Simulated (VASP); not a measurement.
# CoO (Fm-3m) in VASP: further runs, part 3 of 3

VASP 6.6.1. Earlier steps stand in the parts before.

## (5) Single point, PBE+U, collinear spin, ferromagnetic start

Input file INCAR:

```
PREC = Accurate ; ENCUT = 700
EDIFF = 1E-6 ; ISMEAR = -1
SIGMA = 0.02 ; LREAL = F
LASPH = T ; NELM = 200
ALGO = Normal ; ISIF = 2
LWAVE = F ; LCHARG = F
ISPIN = 2 ; MAGMOM = 1.13 0
LORBIT = 11 ; NUPDOWN = 1.13
LMAXMIX = 4 ; LDAU = T
LDAUTYPE = 2 ; LDAUL = 2 -1
LDAUU = 4.8 0 ; LDAUJ = 0 0
LDAUPRINT = 1 ; GGA = PE
NBANDS = 22 ; GGA_COMPAT = F
```

Input file KPOINTS:

```
regular mesh
0
Gamma
  9 9 9
```

Input file POSCAR:

```
CoO
1.0
    0.0000000000      2.1315000000      2.1315000000
    2.1315000000      0.0000000000      2.1315000000
    2.1315000000      2.1315000000      0.0000000000
Co O
1 1
Direct
    0.0000000000      0.0000000000      0.0000000000
    0.5000000000      0.5000000000      0.5000000000
```

Potentials or basis: VASP PAW PBE potentials, release 64 (Co_sv, O).

Run with:

```
cat potpaw_PBE.64/Co_sv/POTCAR potpaw_PBE.64/O/POTCAR > POTCAR
mpirun -np 1 vasp_std > vasp.out
```

OUTCAR:

```text
PREC = Accurate
   ENCUT = 700
   EDIFF = 1E-6
   ISMEAR = -1
   LREAL = F
   LASPH = T
   NELM = 200
   ISIF = 2
   ISPIN = 2
   LORBIT = 11
   NUPDOWN = 1.13
   GGA = PE

 ion  position               nearest neighbor table
   1  0.000  0.000  0.000-   2 2.13   2 2.13   2 2.13   2 2.13   2 2.13   2 2.13
   2  0.500  0.500  0.500-   1 2.13   1 2.13   1 2.13   1 2.13   1 2.13   1 2.13

  LATTYP: Found a face centered cubic cell.
 ALAT       =     4.2630000000

  Lattice vectors:

 A1 = (   0.0000000000,   2.1315000000,   2.1315000000)
 A2 = (   2.1315000000,   0.0000000000,   2.1315000000)
 A3 = (   2.1315000000,   2.1315000000,   0.0000000000)

Analysis of symmetry for initial positions (statically):
=====================================================================
 Subroutine PRICEL returns:
 Original cell was already a primitive cell.

 Routine SETGRP: Setting up the symmetry group for a
 face centered cubic supercell.

 Subroutine GETGRP returns: Found 48 space group operations
 (whereof 48 operations were pure point group operations)
 out of a pool of 48 trial point group operations.

The static configuration has the point symmetry O_h .

Analysis of symmetry for dynamics (positions and initial velocities):
=====================================================================
 Subroutine PRICEL returns:
 Original cell was already a primitive cell.

 Routine SETGRP: Setting up the symmetry group for a
 face centered cubic supercell.

 Subroutine GETGRP returns: Found 48 space group operations
 (whereof 48 operations were pure point group operations)
[... 187 lines left out ...]
  o =  0.9138  v =  0.0000 -0.8773 -0.0000  0.4800 -0.0000  0.0000  0.0000  0.0000  0.0000  0.0000      0.0000  0.0000  0.0000  0.0000  0.0000  0.0000  0.0000  0.0000  0.0000  0.0000
  o =  0.9138  v =  0.0000  0.4800 -0.0000  0.8773  0.0000  0.0000  0.0000  0.0000  0.0000  0.0000      0.0000  0.0000  0.0000  0.0000  0.0000  0.0000  0.0000  0.0000  0.0000  0.0000
  o =  0.9138  v =  1.0000  0.0000  0.0000  0.0000  0.0000  0.0000  0.0000  0.0000  0.0000  0.0000      0.0000  0.0000  0.0000  0.0000  0.0000  0.0000  0.0000  0.0000  0.0000  0.0000

 number of electron      23.0000015 magnetization       1.1300002

 Free energy of the ion-electron system (eV)
  ---------------------------------------------------
  ext. energy  EPLUGINS =         0.00000000
  ---------------------------------------------------
  free energy    TOTEN  =        -9.96964620 eV

  energy without entropy =       -9.96447107  energy(sigma->0) =       -9.96705864

 E-fermi :   7.4123     XC(G=0): -12.6043

 val. band max:        7.9629309814   @ k =   0.3333   0.1111   0.0000
 cond. band min:       7.4136635498   @ k =   0.4444   0.0000   0.0000
 fundamental gap:     -0.5492674316
 Fermi energy:         7.9691155063

 spin component 1

 k-point     1 :       0.0000    0.0000    0.0000
  band No.  band energies     occupation
      1     -86.3922      1.00000
      2     -49.6874      1.00000
      3     -49.6874      1.00000
      4     -49.6873      1.00000
      5     -11.3505      1.00000
      6       5.4082      1.00000
[... 1193 lines left out ...]
     21      39.9839      0.00000
     22      39.9839      0.00000

 [... further k-points ...]

------------------------ aborting loop because EDIFF is reached ----------------------------------------

  FORCE on cell =-STRESS in cart. coord.  units (eV):
  Direction    XX          YY          ZZ          XY          YZ          ZX
  --------------------------------------------------------------------------------------
  -------------------------------------------------------------------------------------
  Total       -1.3546119     -1.3546119     -1.3546119      0.0000000      0.0000000      0.0000000
  in kB     -112.0571181   -112.0571181   -112.0571181      0.0000000      0.0000000      0.0000000
  external PRESSURE =    -112.0571181 kB  Pullay stress =       0.0000000 kB

 VOLUME and BASIS-vectors are now :
 -----------------------------------------------------------------------------
  energy-cutoff  :      700.00
  volume of cell :       19.37
      direct lattice vectors                 reciprocal lattice vectors
     0.000000000  2.131500000  2.131500000    -0.234576589  0.234576589  0.234576589
     2.131500000  0.000000000  2.131500000     0.234576589 -0.234576589  0.234576589
     2.131500000  2.131500000  0.000000000     0.234576589  0.234576589 -0.234576589

 POSITION                                       TOTAL-FORCE (eV/Angst)
 -----------------------------------------------------------------------------------
      0.00000      0.00000      0.00000         0.000000      0.000000     -0.000000
      2.13150      2.13150      2.13150         0.000000      0.000000      0.000000
 -----------------------------------------------------------------------------------
    total drift:                                0.000000      0.000000      0.000000

  FREE ENERGIE OF THE ION-ELECTRON SYSTEM (eV)
  ---------------------------------------------------
  free  energy   TOTEN  =        -9.9696462013 eV

  energy  without entropy=       -9.9644710721  energy(sigma->0) =       -9.96705864

 total charge

# of ion       s       p       d       tot
------------------------------------------
    1        2.131   6.049   6.861  15.041
    2        1.555   3.395   0.000   4.950
--------------------------------------------------
tot          3.686   9.445   6.861  19.991

 magnetization (x)

# of ion       s       p       d       tot
------------------------------------------
    1        0.011   0.005   1.260   1.276
    2        0.012  -0.195   0.000  -0.184
--------------------------------------------------
tot          0.023  -0.190   1.260   1.093
```

OSZICAR:

```text
N       E                     dE             d eps       ncg     rms          rms(c)
DAV:   1     0.281880998560E+03    0.28188E+03   -0.14630E+04  3908   0.289E+03
DAV:   2     0.349458052006E+01   -0.27839E+03   -0.26490E+03  4656   0.714E+02
DAV:   3    -0.941196443457E+01   -0.12907E+02   -0.12708E+02  4318   0.132E+02
DAV:   4    -0.952433724079E+01   -0.11237E+00   -0.11232E+00  3616   0.108E+01
DAV:   5    -0.952808401088E+01   -0.37468E-02   -0.37466E-02  4318   0.222E+00    0.128E+01
DAV:   6    -0.102203803415E+02   -0.69230E+00   -0.13757E+01  4782   0.693E+01    0.172E+01
DAV:   7    -0.938105391227E+01    0.83933E+00   -0.55574E+00  3988   0.511E+01    0.562E+00
DAV:   8    -0.979248975922E+01   -0.41144E+00   -0.34451E-01  4172   0.562E+00    0.311E+00
DAV:   9    -0.993997340656E+01   -0.14748E+00   -0.23035E-01  4040   0.370E+00    0.100E+00
DAV:  10    -0.996237504352E+01   -0.22402E-01   -0.53158E-02  4608   0.192E+00    0.633E-01
DAV:  11    -0.996886664464E+01   -0.64916E-02   -0.80656E-03  4316   0.127E+00    0.268E-01
DAV:  12    -0.996949605391E+01   -0.62941E-03   -0.12253E-03  4462   0.488E-01    0.121E-01
DAV:  13    -0.996961357168E+01   -0.11752E-03   -0.13560E-04  3784   0.127E-01    0.522E-02
DAV:  14    -0.996964531878E+01   -0.31747E-04   -0.11875E-05  4124   0.354E-02    0.124E-02
DAV:  15    -0.996964620127E+01   -0.88249E-06   -0.85353E-06  4074   0.277E-02
   1 F= -.99696462E+01 E0= -.99670586E+01  d E =-.517513E-02  mag=     1.1300
```

stdout:

```text
POSCAR found type information on POSCAR CoO
 POSCAR found :  2 types and       2 ions
 scaLAPACK will be used
 LDA part: xc-table for (Slater+PW92), standard interpolation
 POSCAR, INCAR and KPOINTS ok, starting setup
 FFT: planning ... GRIDC
 FFT: planning ... GRID_SOFT
 FFT: planning ... GRID
 WAVECAR not read
 entering main loop
```

Wall time 38 s (1 thread of AMD EPYC 9R45 (Zen 5), shared host); peak memory 0.15 GiB.

Results:

```yaml
Free_energy: -9.9696 eV
Pressure: -11.2 GPa
Net_moment: 1.13 μB per cell
Site_moments: Co +1.28; O -0.18 μB
Valence_electrons_inside_the_program's_atomic_spheres: Co 15.04; O 4.95
```

Eigenvalues of the final occupation matrices:
| site | spin | trace | eigenvalues |
| --- | --- | --- | --- |
| site 1 d | 1 | 4.08 | 0.67 0.67 0.91 0.91 0.91 |
| site 1 d | 2 | 2.81 | 0.06 0.06 0.90 0.90 0.90 |

Caveat: the cell stands under tension; the total moment is fixed, so each spin has its own Fermi level and the state may be an excited one; a cell with one magnetic atom can't hold antiferromagnetic order, which such compounds often take. The state reached can hang on the start; a lower one may exist.

## (6) Single point, PBE+U, collinear spin, ferromagnetic start

Input file INCAR:

```
SYSTEM = CoO
ALGO = Normal
EDIFF = 1E-6
ENCUT = 700
GGA = PE
GGA_COMPAT = .FALSE.
ISIF = 2
ISMEAR = -1
ISPIN = 2
LASPH = .TRUE.
LCHARG = .FALSE.
LDAU = .TRUE.
LDAUJ = 0 0
LDAUL = 2 -1
LDAUPRINT = 1
LDAUTYPE = 2
LDAUU = 4.8 0
LMAXMIX = 4
LORBIT = 11
LREAL = .FALSE.
LWAVE = .FALSE.
MAGMOM = 2.26 0
NBANDS = 22
NELM = 200
NUPDOWN = 2.26
PREC = Accurate
SIGMA = 0.02
```

Input file KPOINTS:

```
k-points
0
G
  9 9 9
  0 0 0
```

POSCAR is that of step 5.

Potentials or basis: VASP PAW PBE potentials, release 64 (Co_sv, O).

Run with:

```
cat potpaw_PBE.64/Co_sv/POTCAR potpaw_PBE.64/O/POTCAR > POTCAR
mpirun -np 1 vasp_std > vasp.out
```

Run time: 40 s. Hardware: 1 thread of AMD EPYC 9R45 (Zen 5), shared host; peak memory 0.16 GiB.

Results (log left out):

```yaml
Free_energy: -10.0085 eV
Pressure: -3.7 GPa
Net_moment: 2.26 μB per cell
Site_moments: Co +2.26; O -0.03 μB
Valence_electrons_inside_the_program's_atomic_spheres: Co 14.98; O 4.97
```

Eigenvalues of the final occupation matrices:
```tsv
site	spin	trace	eigenvalues
site 1 d	1	4.53	0.88 0.88 0.92 0.92 0.92
site 1 d	2	2.29	0.07 0.07 0.72 0.72 0.72
```

Caveat: the cell stands under tension; the total moment is fixed, so each spin has its own Fermi level and the state may be an excited one; a cell with one magnetic atom can't hold antiferromagnetic order, which such compounds often take. The state reached can hang on the start; a lower one may exist.

## (7) Summary

| spin | fixed moment (μB) | pressure (GPa) | moment (μB) |
| --- | --- | --- | --- |
| collinear, ferromagnetic start | 2.82 | -1.1 | 2.82 |
| collinear, zero start | 0.0 | -18.6 | 0.00 |
| collinear, ferromagnetic start | 1.69 | -7.4 | 1.69 |
| collinear, ferromagnetic start | 1.13 | -11.2 | 1.13 |
| collinear, ferromagnetic start | 2.26 | -3.7 | 2.26 |

Alike in all rows: task single point; level PBE+U; potentials or basis VASP PAW PBE potentials, release 64 (Co_sv, O); Co d U = 4.8 eV; cell as given; k mesh 9 × 9 × 9; cutoff (eV) 700; smearing fermi-dirac 0.02 eV.

Caveats: the total moment is fixed, so each spin has its own Fermi level and the state may be an excited one (at least some runs); a cell with one magnetic atom can't hold antiferromagnetic order, which such compounds often take (at least some runs); the cell stands under tension (at least some runs); the total moment is fixed, so each spin has its own Fermi level (at least some runs).

Absolute energies hang on the potentials; compare differences alone.
